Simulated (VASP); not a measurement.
# Rh (Fm-3m) in VASP: a series of runs

Rh is run at these levels: LDA; tasks: electric field gradients.

All numbers are computed with VASP 6.6.1; they aren't measurements. Logs are shortened: lines on timing, memory, paths and dates and some standing lists are left out, and cuts for length are marked.

### 1 The cell of the first run

It takes space group Fm-3m (No. 225, cubic). Conventional cell: a = 3.831 Å, b = 3.831 Å, c = 3.831 Å, α = 90.00°, β = 90.00°, γ = 90.00°. Within 3.6 Å of Rh (site symmetry m-3m) lie 12 Rh at 2.71 Å.

### 2 Electric field gradients, LDA (volume scaled by 1.02)

INCAR reads:

```
PREC = Accurate
ENCUT = 520
EDIFF = 1E-8
ISMEAR = -1
SIGMA = 0.05
LREAL = False
LASPH = True
NELM = 100
ALGO = Normal
ISIF = 2
LWAVE = False
LCHARG = False
LEFG = True
NBANDS = 14
```

KPOINTS reads:

```
regular mesh
0
Gamma
  18 18 18
```

POSCAR reads:

```
Rh
1.0
    0.0000000000      1.9155890106      1.9155890106
    1.9155890106      0.0000000000      1.9155890106
    1.9155890106      1.9155890106      0.0000000000
Rh
1
Direct
    0.0000000000      0.0000000000      0.0000000000
```

Potentials or basis: VASP PAW LDA potentials, release 64 (Rh_pv).

Run with:

```console
$ cat potpaw_LDA.64/Rh_pv/POTCAR > POTCAR
$ mpirun -np 1 vasp_std > vasp.out
```

OUTCAR:

```text
PREC = Accurate
   ENCUT = 520
   EDIFF = 1E-8
   ISMEAR = -1
   LREAL = False
   LASPH = True
   NELM = 100
   ISIF = 2

 ion  position               nearest neighbor table
   1  0.000  0.000  0.000-

  LATTYP: Found a face centered cubic cell.
 ALAT       =     3.8311780212

  Lattice vectors:

 A1 = (   0.0000000000,   1.9155890106,   1.9155890106)
 A2 = (   1.9155890106,   0.0000000000,   1.9155890106)
 A3 = (   1.9155890106,   1.9155890106,   0.0000000000)

Analysis of symmetry for initial positions (statically):
=====================================================================
 Subroutine PRICEL returns:
 Original cell was already a primitive cell.

 Routine SETGRP: Setting up the symmetry group for a
 face centered cubic supercell.

 Subroutine GETGRP returns: Found 48 space group operations
 (whereof 48 operations were pure point group operations)
 out of a pool of 48 trial point group operations.

The static configuration has the point symmetry O_h .

Analysis of symmetry for dynamics (positions and initial velocities):
=====================================================================
 Subroutine PRICEL returns:
 Original cell was already a primitive cell.

 Routine SETGRP: Setting up the symmetry group for a
 face centered cubic supercell.

 Subroutine GETGRP returns: Found 48 space group operations
 (whereof 48 operations were pure point group operations)
 out of a pool of 48 trial point group operations.

The dynamic configuration has the point symmetry O_h .

 Subroutine INISYM returns: Found 48 space group operations
 (whereof 48 operations are pure point group operations),
 and found     1 'primitive' translations

----------------------------------------------------------------------------------------

                                     Primitive cell

  volume of cell :      14.0584

  direct lattice vectors                    reciprocal lattice vectors
     0.000000000  1.915589011  1.915589011    -0.261016323  0.261016323  0.261016323
     1.915589011  0.000000000  1.915589011     0.261016323 -0.261016323  0.261016323
     1.915589011  1.915589011  0.000000000     0.261016323  0.261016323 -0.261016323

  length of vectors
     2.709051959  2.709051959  2.709051959     0.452093533  0.452093533  0.452093533

  position of ions in fractional coordinates (direct lattice)
     0.000000000  0.000000000  0.000000000

  ion indices of the primitive-cell ions
   primitive index   ion index
                 1           1

----------------------------------------------------------------------------------------

 KPOINTS: regular mesh

Automatic generation of k-mesh.
 Grid dimensions read from file:
 generate k-points for:   18   18   18

 Generating k-lattice:

  Cartesian coordinates                     Fractional coordinates (reciprocal lattice)
    -0.014500907  0.014500907  0.014500907     0.055555556  0.000000000  0.000000000
     0.014500907 -0.014500907  0.014500907     0.000000000  0.055555556  0.000000000
     0.014500907  0.014500907 -0.014500907     0.000000000  0.000000000  0.055555556

  Length of vectors
     0.025116307  0.025116307  0.025116307

  Shift w.r.t. Gamma in fractional coordinates (k-lattice)
     0.000000000  0.000000000  0.000000000

 Subroutine IBZKPT returns following result:
 ===========================================

 Found    195 irreducible k-points:

 Following reciprocal coordinates:
            Coordinates               Weight
  0.000000  0.000000  0.000000      1.000000
  0.055556  0.000000  0.000000      8.000000
  0.111111  0.000000  0.000000      8.000000
  0.166667  0.000000  0.000000      8.000000
  0.222222  0.000000  0.000000      8.000000
  0.277778  0.000000  0.000000      8.000000
[... 16 lines left out ...]
 -0.277778  0.055556  0.000000     24.000000
 -0.222222  0.055556  0.000000     24.000000
 [... further k-points ...]
   k-points           NKPTS =    195   k-points in BZ     NKDIM =    195   number of bands    NBANDS=     14
   number of dos      NEDOS =    301   number of ions     NIONS =      1
   total plane-waves  NPLWV =   8000
   dimension x,y,z NGX =    20 NGY =   20 NGZ =   20
   dimension x,y,z NGXF=    40 NGYF=   40 NGZF=   40
   ions per type =               1
   NGX,Y,Z   is equivalent  to a cutoff of  12.27, 12.27, 12.27 a.u.
   NGXF,Y,Z  is equivalent  to a cutoff of  24.55, 24.55, 24.55 a.u.
 SYSTEM =  unknown system
   PREC   = accura    normal or accurate (medium, high low for compatibility)
   ISTART =      0    job   : 0-new  1-cont  2-samecut
   ICHARG =      2    charge: 1-file 2-atom 10-const
   ISPIN  =      1    spin polarized calculation?
   LNONCOLLINEAR =      F non collinear calculations
   LSORBIT =      F    spin-orbit coupling
   LASPH  =      T    aspherical Exc in radial PAW
   ENCUT  =  520.0 eV  38.22 Ry    6.18 a.u.   5.04  5.04  5.04*2*pi/ulx,y,z
   NELM   =    100;   NELMIN=  2; NELMDL= -5     # of ELM steps
   EDIFF  = 0.1E-07   stopping-criterion for ELM
   LREAL  =      F    real-space projection
   EDIFFG = 0.1E-06   stopping-criterion for IOM
   NSW    =      0    number of steps for IOM
   IBRION =     -1    ionic relax: 0-MD 1-quasi-New 2-CG
   NFREE  =      0    steps in history (QN), initial steepest desc. (CG)
   ISIF   =      2    stress and relaxation
   ISYM   =      2    0-nonsym 1-usesym 2-fastsym
   POTIM  = 0.5000    time-step for ionic-motion
   TEBEG  =    0.0;   TEEND  =   0.0 temperature during run
   PSTRESS=    0.0 pullay stress
   NELECT =      15.0000    total number of electrons
   NUPDOWN=      -1.0000    fix difference up-down
   EMIN   =  10.00;   EMAX   =-10.00  energy-range for DOS
   EFERMI =   0.00;   METHOD = LEGACY
   ISMEAR =    -1;   SIGMA  =   0.05  broadening in eV -4-tet -1-fermi 0-gaus
   EFERMI_NEDOS =   21; number of points for ismear=-14 and -15
   IALGO  =     38    algorithm
   IMIX   =      4    mixing-type and parameters
     AMIX     =   0.40;   BMIX     =  1.00
     AMIX_MAG =   1.60;   BMIX_MAG =  1.00
  volume/ion in A,a.u.               =      14.06        94.87
  Fermi-wavevector in a.u.,A,eV,Ry     =   1.672860  3.161247 38.075365  2.798460
  Thomas-Fermi vector in A             =   2.757933
   LORBIT       =      0    0 simple, 1 ext, 2 COOP (PROOUT), +10 PAW based schemes
   GGA     = CA    functional components
   LHFCALC =     F    Hartree Fock is set to
   AEXX    =    0.0000 exact exchange contribution
   IVDW    =     0    specifies the selected vdW correction
   LEPSILON=     F    determine dielectric tensor
   LRPA    =     F    only Hartree local field effects (RPA)
 non-spin polarized calculation
  energy-cutoff  :      520.00
  volume of cell :       14.06
 maximum number of plane-waves:       388
   NGX =  9   NGY =  9   NGZ =  9

 number of electron      15.0000003 magnetization

 Free energy of the ion-electron system (eV)
  ---------------------------------------------------
  ext. energy  EPLUGINS =         0.00000000
  ---------------------------------------------------
  free energy    TOTEN  =        -8.64773503 eV

  energy without entropy =       -8.63638128  energy(sigma->0) =       -8.64205815

 E-fermi :  11.3023     XC(G=0): -14.2111

 val. band max:       11.2992634389   @ k =   0.5000   0.2222   0.1111
 cond. band min:      11.3054670339   @ k =  -0.4444   0.3333   0.1667
 fundamental gap:      0.0062035950
 Fermi energy:        11.3022786291

 k-point     1 :       0.0000    0.0000    0.0000
  band No.  band energies     occupation
      1     -34.8327      2.00000
      2     -34.8327      2.00000
      3     -34.8327      2.00000
      4       3.4344      2.00000
      5       8.2920      2.00000
      6       8.2920      2.00000
      7       8.2920      2.00000
      8      10.3444      2.00000
      9      10.3444      2.00000
     10      27.2676      0.00000
     11      31.6978      0.00000
     12      32.5442      0.00000
     13      32.5442      0.00000
     14      32.5442      0.00000

 k-point     2 :       0.0556    0.0000    0.0000
  band No.  band energies     occupation
      1     -34.8543      2.00000
      2     -34.8357      2.00000
      3     -34.8357      2.00000
      4       3.5567      2.00000
      5       8.2384      2.00000
      6       8.3397      2.00000
      7       8.3397      2.00000
      8      10.3177      2.00000
      9      10.3177      2.00000
     10      27.4425      0.00000
[... 362 lines left out ...]
 k-point    24 :      -0.2222    0.0556    0.0000
  band No.  band energies     occupation
      1     -35.1659      2.00000
      2     -34.9009      2.00000
      3     -34.8709      2.00000
      4       5.2489      2.00000
      5       7.9552      2.00000
      6       8.6805      2.00000
      7       8.7311      2.00000
      8      10.1543      2.00000
      9      10.8146      1.99988
     10      26.5586      0.00000
     11      28.8927      0.00000
     12      31.6971      0.00000
     13      33.8482      0.00000
     14      35.7091      0.00000

 [... further k-points ...]
[... 5 lines left out ...]
  --------------------------------------------------------------------------------------
  -------------------------------------------------------------------------------------
  Total       -1.3912277     -1.3912277     -1.3912277     -0.0000000      0.0000000     -0.0000000
  in kB     -158.5520220   -158.5520220   -158.5520220     -0.0000000      0.0000000     -0.0000000
  external PRESSURE =    -158.5520220 kB  Pullay stress =       0.0000000 kB

 VOLUME and BASIS-vectors are now :
 -----------------------------------------------------------------------------
  energy-cutoff  :      520.00
  volume of cell :       14.06
      direct lattice vectors                 reciprocal lattice vectors
     0.000000000  1.915589011  1.915589011    -0.261016323  0.261016323  0.261016323
     1.915589011  0.000000000  1.915589011     0.261016323 -0.261016323  0.261016323
     1.915589011  1.915589011  0.000000000     0.261016323  0.261016323 -0.261016323

 POSITION                                       TOTAL-FORCE (eV/Angst)
 -----------------------------------------------------------------------------------
      0.00000      0.00000      0.00000         0.000000      0.000000      0.000000
 -----------------------------------------------------------------------------------
    total drift:                               -0.000000     -0.000000     -0.000000

  FREE ENERGIE OF THE ION-ELECTRON SYSTEM (eV)
  ---------------------------------------------------
  free  energy   TOTEN  =        -8.6477350288 eV

  energy  without entropy=       -8.6363812789  energy(sigma->0) =       -8.64205815

 Electric field gradients (V/A^2)
---------------------------------------------------------------------
 ion       V_xx      V_yy      V_zz      V_xy      V_xz      V_yz
---------------------------------------------------------------------
   1      -0.000    -0.000    -0.000     0.000     0.000     0.000
---------------------------------------------------------------------

 Electric field gradients after diagonalization (V/A^2)
 (convention: |V_zz| > |V_xx| > |V_yy|)
----------------------------------------------------------------------
 ion       V_xx      V_yy      V_zz     asymmetry (V_yy - V_xx)/ V_zz
----------------------------------------------------------------------
   1      -0.000    -0.000     0.000       0.000
----------------------------------------------------------------------

           NMR quadrupolar parameters

 Cq : quadrupolar parameter    Cq=e*Q*V_zz/h
 eta: asymmetry parameters     (V_yy - V_xx)/ V_zz
 Q  : nuclear electric quadrupole moment in mb (millibarn)
----------------------------------------------------------------------
 ion       Cq(MHz)       eta       Q (mb)
----------------------------------------------------------------------
   1       0.000       0.000       1.000
----------------------------------------------------------------------
```

It took 19 s on 1 thread of AMD EPYC 9R14 (Zen 4), shared host; peak memory 0.11 GiB.

Results:

* Free energy: -8.6477 eV
* Pressure: -15.9 GPa

Caveat: without QUAD_EFG the Cq values of the log hold for a quadrupole moment of 1 mb, not for the nuclei.

### 3 Electric field gradients, LDA (volume scaled by 1.06)

INCAR reads:

```
PREC = Accurate ; ENCUT = 520
EDIFF = 1E-8 ; ISMEAR = -1
SIGMA = 0.05 ; LREAL = F
LASPH = T ; NELM = 60
ALGO = Normal ; ISIF = 2
LWAVE = F ; LCHARG = F
GGA = CA ; LEFG = T
NBANDS = 14
```

KPOINTS is that of step 2.

POSCAR reads:

```
Rh
1.0
    0.0000000000      1.9403090147      1.9403090147
    1.9403090147      0.0000000000      1.9403090147
    1.9403090147      1.9403090147      0.0000000000
Rh
1
Direct
    0.0000000000      0.0000000000      0.0000000000
```

Potentials or basis: VASP PAW LDA potentials, release 64 (Rh_pv).

Run with:

```console
$ cat potpaw_LDA.64/Rh_pv/POTCAR > POTCAR
$ mpirun -np 1 vasp_std > vasp.out
```

OUTCAR:

```text
PREC = Accurate
   ENCUT = 520
   EDIFF = 1E-8
   ISMEAR = -1
   LREAL = F
   LASPH = T
   NELM = 60
   ISIF = 2
   GGA = CA

 ion  position               nearest neighbor table
   1  0.000  0.000  0.000-

  LATTYP: Found a face centered cubic cell.
 ALAT       =     3.8806180294

  Lattice vectors:

 A1 = (   0.0000000000,   1.9403090147,   1.9403090147)
 A2 = (   1.9403090147,   0.0000000000,   1.9403090147)
 A3 = (   1.9403090147,   1.9403090147,   0.0000000000)

Analysis of symmetry for initial positions (statically):
=====================================================================
 Subroutine PRICEL returns:
 Original cell was already a primitive cell.

 Routine SETGRP: Setting up the symmetry group for a
 face centered cubic supercell.

 Subroutine GETGRP returns: Found 48 space group operations
 (whereof 48 operations were pure point group operations)
 out of a pool of 48 trial point group operations.

The static configuration has the point symmetry O_h .

Analysis of symmetry for dynamics (positions and initial velocities):
=====================================================================
 Subroutine PRICEL returns:
 Original cell was already a primitive cell.

 Routine SETGRP: Setting up the symmetry group for a
 face centered cubic supercell.

 Subroutine GETGRP returns: Found 48 space group operations
 (whereof 48 operations were pure point group operations)
 out of a pool of 48 trial point group operations.

The dynamic configuration has the point symmetry O_h .

 Subroutine INISYM returns: Found 48 space group operations
 (whereof 48 operations are pure point group operations),
 and found     1 'primitive' translations

[... 151 lines left out ...]
      4       3.0298      2.00000
      5       7.7815      2.00000
      6       7.7815      2.00000
      7       7.7815      2.00000
      8       9.7134      2.00000
      9       9.7134      2.00000
     10      26.5997      0.00000
     11      31.1180      0.00000
     12      31.6593      0.00000
     13      31.6593      0.00000
     14      31.6593      0.00000
[... 377 lines left out ...]
      1     -35.7423      2.00000
      2     -35.5116      2.00000
      3     -35.4854      2.00000
      4       4.8059      2.00000
      5       7.4574      2.00000
      6       8.1503      2.00000
      7       8.1987      2.00000
      8       9.5406      2.00000
      9      10.1587      1.99979
     10      25.5760      0.00000
     11      28.0688      0.00000
     12      31.1193      0.00000
     13      32.6983      0.00000
     14      34.6183      0.00000

 [... further k-points ...]
[... 5 lines left out ...]
  --------------------------------------------------------------------------------------
  -------------------------------------------------------------------------------------
  Total       -2.1743153     -2.1743153     -2.1743153      0.0000000      0.0000000      0.0000000
  in kB     -238.4462002   -238.4462002   -238.4462002      0.0000000      0.0000000      0.0000000
  external PRESSURE =    -238.4462002 kB  Pullay stress =       0.0000000 kB

 VOLUME and BASIS-vectors are now :
 -----------------------------------------------------------------------------
  energy-cutoff  :      520.00
  volume of cell :       14.61
      direct lattice vectors                 reciprocal lattice vectors
     0.000000000  1.940309015  1.940309015    -0.257690912  0.257690912  0.257690912
     1.940309015  0.000000000  1.940309015     0.257690912 -0.257690912  0.257690912
     1.940309015  1.940309015  0.000000000     0.257690912  0.257690912 -0.257690912

 POSITION                                       TOTAL-FORCE (eV/Angst)
 -----------------------------------------------------------------------------------
      0.00000      0.00000      0.00000        -0.000000      0.000000      0.000000
 -----------------------------------------------------------------------------------
    total drift:                               -0.000000     -0.000000     -0.000000

  FREE ENERGIE OF THE ION-ELECTRON SYSTEM (eV)
  ---------------------------------------------------
  free  energy   TOTEN  =        -8.5791697826 eV

  energy  without entropy=       -8.5670247523  energy(sigma->0) =       -8.57309727

 Electric field gradients (V/A^2)
---------------------------------------------------------------------
 ion       V_xx      V_yy      V_zz      V_xy      V_xz      V_yz
---------------------------------------------------------------------
   1      -0.000    -0.000     0.000    -0.001    -0.001    -0.001
---------------------------------------------------------------------

 Electric field gradients after diagonalization (V/A^2)
 (convention: |V_zz| > |V_xx| > |V_yy|)
----------------------------------------------------------------------
 ion       V_xx      V_yy      V_zz     asymmetry (V_yy - V_xx)/ V_zz
----------------------------------------------------------------------
   1       0.001     0.001    -0.001       0.000
----------------------------------------------------------------------

           NMR quadrupolar parameters

 Cq : quadrupolar parameter    Cq=e*Q*V_zz/h
 eta: asymmetry parameters     (V_yy - V_xx)/ V_zz
 Q  : nuclear electric quadrupole moment in mb (millibarn)
----------------------------------------------------------------------
 ion       Cq(MHz)       eta       Q (mb)
----------------------------------------------------------------------
   1      -0.000       0.000       1.000
----------------------------------------------------------------------
```

OSZICAR:

```text
N       E                     dE             d eps       ncg     rms          rms(c)
DAV:   1     0.120786748824E+03    0.12079E+03   -0.87414E+03  5460   0.113E+03
DAV:   2    -0.754549348000E+01   -0.12833E+03   -0.12237E+03  5988   0.339E+02
DAV:   3    -0.916144762919E+01   -0.16160E+01   -0.16127E+01  6606   0.422E+01
DAV:   4    -0.916770814481E+01   -0.62605E-02   -0.62599E-02  6342   0.270E+00
DAV:   5    -0.916776581735E+01   -0.57673E-04   -0.57673E-04  6654   0.231E-01    0.912E+00
DAV:   6    -0.859817066660E+01    0.56960E+00   -0.10201E+00  5856   0.137E+01    0.277E+00
DAV:   7    -0.858403816355E+01    0.14133E-01   -0.17053E-02  6156   0.125E+00    0.144E+00
DAV:   8    -0.857922013845E+01    0.48180E-02   -0.35137E-03  6138   0.815E-01    0.882E-02
DAV:   9    -0.857916439756E+01    0.55741E-04   -0.96257E-05  5934   0.134E-01    0.274E-02
DAV:  10    -0.857916981120E+01   -0.54136E-05   -0.28691E-06  6120   0.195E-02    0.155E-03
DAV:  11    -0.857916978309E+01    0.28113E-07   -0.10218E-07  6546   0.410E-03    0.375E-04
DAV:  12    -0.857916978262E+01    0.46384E-09   -0.49514E-09  3450   0.987E-04
   1 F= -.85791698E+01 E0= -.85730973E+01  d E =-.121450E-01
```

stdout:

```text
POSCAR found type information on POSCAR Rh
 POSCAR found :  1 types and       1 ions
 scaLAPACK will be used
 LDA part: xc-table for (Slater(with rela. corr.)+CA(PZ))
 , standard interpolation
 POSCAR, INCAR and KPOINTS ok, starting setup
 FFT: planning ... GRIDC
 FFT: planning ... GRID_SOFT
 FFT: planning ... GRID
 WAVECAR not read
 entering main loop
ion   1
```

It took 19 s on 1 thread of AMD EPYC 9R14 (Zen 4), shared host; peak memory 0.11 GiB.

Results:

```
Free energy : -8.5792 eV
Pressure    : -23.8 GPa
```

Levels at points of the mesh, in eV from the Fermi level:
```csv
k point,band 4,band 5,band 6,band 7,band 8,band 9,band 10,band 11
"(0.00, 0.00, 0.00)",-7.59,-2.83,-2.83,-2.83,-0.90,-0.90,15.98,20.50
"(0.50, 0.00, 0.00)",-5.68,-2.89,-2.89,0.51,0.51,0.77,7.98,15.48
"(0.50, 0.50, 0.00)",-5.79,-5.46,0.50,0.88,0.88,3.13,11.48,12.85
```

Caveat: without QUAD_EFG the Cq values of the log hold for a quadrupole moment of 1 mb, not for the nuclei.

[end of part 1 of 2]
